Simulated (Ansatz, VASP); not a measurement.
# LiBr: VASP beside Ansatz

File INCAR:

```
PREC = Accurate ; ENCUT = 750
EDIFF = 1E-6 ; ISMEAR = 0
SIGMA = 0.01 ; LREAL = F
LASPH = T ; NELM = 200
ALGO = Normal ; ISIF = 2
LWAVE = F ; LCHARG = F
MAGMOM = 0 0 0 0 0 0 ; LORBIT = 11
LSORBIT = T ; GGA_COMPAT = F
LORBMOM = T ; GGA = PS
NBANDS = 22
```

Contents of KPOINTS:

```
regular mesh
0
Gamma
  8 8 8
```

POSCAR

```
LiBr
1.0
    2.6517998079      2.6517998079      0.0000000000
   -2.6517998079      2.6517998079      0.0000000000
    0.0000000000      2.6517998079      2.6517998079
Li Br
1 1
Direct
    0.0000000000      0.0000000000      0.0000000000
    0.5000000000      0.5000000000      0.0000000000
```

Input for Ansatz:

```yaml
crystal:
  lattice:
    - [2.65179980791, 2.65179980791, 0.0]
    - [-2.65179980791, 2.65179980791, 0.0]
    - [0.0, 2.65179980791, 2.65179980791]
  atoms:
    - { symbol: Li, position: [0.0, 0.0, 0.0] }
    - { symbol: Br, position: [0.5, 0.5, 0.0] }
kpoints:
  mp_grid: { grid: [8, 8, 8] }
scf:
  occupations: { method: fixed }
  convergence: { dr2_threshold: 1.0e-10 }
hamiltonian:
  xc: pbesol
  pseudopotentials: { kind: all_electron, lapw: { basis_error: 0.0005 } }
magnetization:
  noncollinear: true
  spin_orbit: true
output:
  forces: true
  stress: true
  eigenstates:
    kpoints:
      - [0.0, 0.0, 0.0]
      - [0.5, 0.0, 0.0]
      - [0.0, 0.5, 0.5]
      - [0.0, -0.5, 0.0]
      - [0.5, 0.0, 0.5]
      - [-0.5, -0.5, -0.5]
      - [-0.5, 0.5, 0.0]
      - [0.0, 0.0, -0.5]
  eigenvalues: true
```

Alike in both runs: task single point; functional PBEsol; k mesh 8 × 8 × 8; non-collinear spin, spin-orbit coupling.

|  | VASP | Ansatz |
| --- | --- | --- |
| version | VASP 6.6.1 | Ansatz 0.2.0 |
| potentials or method | VASP PAW PBE potentials, release 64 (Li_sv, Br), cutoff 750 eV | all-electron LAPW |
| occupations | gaussian, width 0.01 eV | fixed |

|  | VASP | Ansatz | Ansatz less VASP |
| --- | --- | --- | --- |
| pressure (GPa) | 2.0 | 2.0 | +0.01 |
| net moment per atom (μB) | 0.00 | 0.00 | 0.000 |

VASP's potentials were made for PBE, not for PBEsol. Ansatz ran all-electron here, and VASP with PAW potentials.
